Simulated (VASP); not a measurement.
# Ta (Im-3m) in VASP: further runs, part 2 of 2

VASP 6.6.1. The steps go on from the part before.

### Step 3. Relaxation of cell and atoms, r2SCAN, target pressure 4 GPa, at which the enthalpy is minimised

The input, POSCAR:

```
Ta
1.0
   -1.6527469160      1.6527469160      1.6527469160
    1.6527469160     -1.6527469160      1.6527469160
    1.6527469160      1.6527469160     -1.6527469160
Ta
1
Direct
    0.0000000000      0.0000000000      0.0000000000
```

The input, INCAR.step1:

```
PREC     = Accurate       # precision mode
ENCUT    = 600            # plane-wave cutoff, eV
ISMEAR   = -1             # smearing method
SIGMA    = 0.08           # smearing width, eV
LREAL    = False          # projectors in reciprocal space
LASPH    = True           # aspherical terms in the spheres
NELM     = 100            # most SCF steps
GGA      = PE             # functional
ALGO     = Normal         # electronic algorithm
EDIFF    = 1E-4           # SCF threshold, eV
LWAVE    = True           # write WAVECAR
LCHARG   = False          # write CHGCAR
```

The input, INCAR.step2:

```
PREC     = Accurate       # precision mode
ENCUT    = 600            # plane-wave cutoff, eV
EDIFF    = 1E-6           # SCF threshold, eV
ISMEAR   = -1             # smearing method
SIGMA    = 0.08           # smearing width, eV
LREAL    = False          # projectors in reciprocal space
LASPH    = True           # aspherical terms in the spheres
NELM     = 100            # most SCF steps
ALGO     = Normal         # electronic algorithm
ISIF     = 3              # what is computed and relaxed
LWAVE    = False          # write WAVECAR
LCHARG   = False          # write CHGCAR
METAGGA  = R2SCAN         # meta-GGA
LMIXTAU  = True         
IBRION   = 2              # ionic algorithm
NSW      = 100            # ionic steps
EDIFFG   = -0.002         # ionic threshold
PSTRESS  = 40.0         
ISTART   = 1
```

The input, KPOINTS:

```
Automatic mesh
0
Gamma
  24 24 24
```

Potentials or basis: VASP PAW PBE potentials, release 64 (Ta_pv).

Run with:

```console
> cat potpaw_PBE.64/Ta_pv/POTCAR > POTCAR
> cp INCAR.step1 INCAR
> mpirun -np 1 vasp_std > vasp.out
> cp INCAR.step2 INCAR
> mpirun -np 1 vasp_std > vasp.out
```

OUTCAR:

```text
PREC = Accurate
   ENCUT = 600
   EDIFF = 1E-6
   ISMEAR = -1
   LREAL = False
   LASPH = True
   NELM = 100
   ISIF = 3
   METAGGA = R2SCAN
   IBRION = 2
   NSW = 100
   EDIFFG = -0.002
   PSTRESS = 40.0
   ISTART = 1

 ion  position               nearest neighbor table
   1  0.000  0.000  0.000-

  LATTYP: Found a body centered cubic cell.
 ALAT       =     3.3054938320

  Lattice vectors:

 A1 = (  -1.6527469160,   1.6527469160,   1.6527469160)
 A2 = (   1.6527469160,  -1.6527469160,   1.6527469160)
 A3 = (   1.6527469160,   1.6527469160,  -1.6527469160)

Analysis of symmetry for initial positions (statically):
=====================================================================
 Subroutine PRICEL returns:
 Original cell was already a primitive cell.

 Routine SETGRP: Setting up the symmetry group for a
 body centered cubic supercell.

 Subroutine GETGRP returns: Found 48 space group operations
 (whereof 48 operations were pure point group operations)
 out of a pool of 48 trial point group operations.

The static configuration has the point symmetry O_h .

Analysis of symmetry for dynamics (positions and initial velocities):
=====================================================================
 Subroutine PRICEL returns:
 Original cell was already a primitive cell.

 Routine SETGRP: Setting up the symmetry group for a
 body centered cubic supercell.

 Subroutine GETGRP returns: Found 48 space group operations
 (whereof 48 operations were pure point group operations)
 out of a pool of 48 trial point group operations.

The dynamic configuration has the point symmetry O_h .

 Subroutine INISYM returns: Found 48 space group operations
[... 116 lines left out ...]
  volume/ion in A,a.u.               =      18.06       121.86
  Fermi-wavevector in a.u.,A,eV,Ry     =   1.387755  2.622476 26.202958  1.925863
  Thomas-Fermi vector in A             =   2.511946
   LORBIT       =      0    0 simple, 1 ext, 2 COOP (PROOUT), +10 PAW based schemes
   METAGGA = R2SCAN    functional components
   LHFCALC =     F    Hartree Fock is set to
   AEXX    =    0.0000 exact exchange contribution
   IVDW    =     0    specifies the selected vdW correction
   LEPSILON=     F    determine dielectric tensor
   LRPA    =     F    only Hartree local field effects (RPA)
 conjugate gradient relaxation of ions
 non-spin polarized calculation
  energy-cutoff  :      600.00
  volume of cell :       18.06
 maximum number of plane-waves:       622
   NGX = 11   NGY = 11   NGZ = 11

--------------------------------------- Ionic step        1  -------------------------------------------

 number of electron      11.0000002 magnetization

 Free energy of the ion-electron system (eV)
  ---------------------------------------------------
  ext. energy  EPLUGINS =         0.00000000
  ---------------------------------------------------
  free energy    TOTEN  =       -48.59286857 eV

  energy without entropy =      -48.56604583  energy(sigma->0) =      -48.57945720

------------------------ aborting loop because EDIFF is reached ----------------------------------------

  FORCE on cell =-STRESS in cart. coord.  units (eV):
  Direction    XX          YY          ZZ          XY          YZ          ZX
  --------------------------------------------------------------------------------------
  -------------------------------------------------------------------------------------
  Total        0.0686250      0.0686250      0.0686250     -0.0000000      0.0000000      0.0000000
  in kB        6.0885491      6.0885491      6.0885491     -0.0000000      0.0000000      0.0000000
  external PRESSURE =     -33.9114509 kB  Pullay stress =      40.0000000 kB
[... 172 lines left out ...]
--------------------------------------- Ionic step        6  -------------------------------------------

 number of electron      11.0000002 magnetization

 Free energy of the ion-electron system (eV)
  ---------------------------------------------------
  ext. energy  EPLUGINS =         0.00000000
  ---------------------------------------------------
  free energy    TOTEN  =       -48.58881371 eV

  energy without entropy =      -48.56260324  energy(sigma->0) =      -48.57570848

 E-fermi :   5.4329     XC(G=0): -13.8495

 val. band max:        5.4302368528   @ k =  -0.1667   0.2500   0.0417
 cond. band min:       5.4396042147   @ k =  -0.3750   0.5000   0.0417
 fundamental gap:      0.0093673619
 Fermi energy:         5.4328625946

 k-point     1 :       0.0000    0.0000    0.0000
  band No.  band energies     occupation
      1     -28.7314      2.00000
      2     -28.7314      2.00000
      3     -28.7314      2.00000
      4      -2.9474      2.00000
      5       6.2759      0.00005
      6       6.2759      0.00005
      7       6.2759      0.00005
      8       9.8121      0.00000
      9       9.8121      0.00000
[... 265 lines left out ...]
 k-point    24 :       0.4583    0.0417    0.0000
  band No.  band energies     occupation
      1     -30.0097      2.00000
      2     -29.1478      2.00000
      3     -28.7499      2.00000
      4       0.8724      2.00000
      5       3.8456      2.00000
      6       6.8092      0.00000
      7       9.6662      0.00000
      8      10.8192      0.00000
      9      13.6625      0.00000

 [... further k-points ...]
[... 5 lines left out ...]
  --------------------------------------------------------------------------------------
  -------------------------------------------------------------------------------------
  Total        0.4425180      0.4425180      0.4425180      0.0000000     -0.0000000      0.0000000
  in kB       39.8949205     39.8949205     39.8949205      0.0000000     -0.0000000      0.0000000
  external PRESSURE =      -0.1050795 kB  Pullay stress =      40.0000000 kB
[... 20 lines left out ...]
  energy  without entropy=      -48.5626032433  energy(sigma->0) =      -48.57570848

  enthalpy is  TOTEN    =       -48.1451301834 eV   P V=        0.4436835280

 reached required accuracy - stopping structural energy minimisation
```

Run time: 9.1 min. Hardware: 1 thread of Intel Xeon 6975P-C, shared host; peak memory 0.23 GiB.

Results:

```
Free energy                                            : -48.5888 eV
Relaxed volume                                         : 17.77 Å³/atom
Relaxed cell                                           : a = 2.847 Å, b = 2.847 Å, c = 2.847 Å, α = 109.47°, β = 109.47°, γ = 109.47°
Space group after relaxing (to 0.05 Å)                 : Im-3m (No. 229)
Energy change on relaxing (the enthalpy is what falls) : +4.1 meV/atom
Ionic steps                                            : 6
Pressure after relaxing                                : 4.0 GPa
```

The path:
```
step  energy change (eV)  largest force (eV/Å)  pressure (GPa)  volume (Å³)
   1              0.0000                0.0000            0.61        18.06
   2              0.0407                0.0000           13.25        17.08
   3              0.0040                0.0000            3.95        17.77
   4              0.0042                0.0000            4.03        17.77
   5              0.0040                0.0000            3.97        17.78
   6              0.0041                0.0000            3.99        17.77
```

Final structure:
```xyz
1
Lattice="-1.6439 1.6439 1.6439 1.6439 -1.6439 1.6439 1.6439 1.6439 -1.6439" Properties=species:S:1:pos:R:3 pbc="T T T"
Ta    0.0000    0.0000    0.0000
```

Levels at points of the mesh, in eV from the Fermi level:
```tsv
k point	band 4	band 5	band 6	band 7	band 8	band 9
(0.00, 0.00, 0.00)	-8.38	0.84	0.84	0.84	4.38	4.38
(0.50, 0.00, 0.00)	-4.62	-1.61	1.54	4.26	5.34	8.23
(0.50, 0.50, 0.50)	-4.03	-4.03	7.23	7.23	7.23	9.15
```

Caveat: the cell is relaxed towards a set pressure, so the enthalpy falls and the energy may rise; the PAW data sets were made with another functional, which shifts forces and pressure a little; spin-orbit coupling is left out, which moves the levels of the heavy elements.
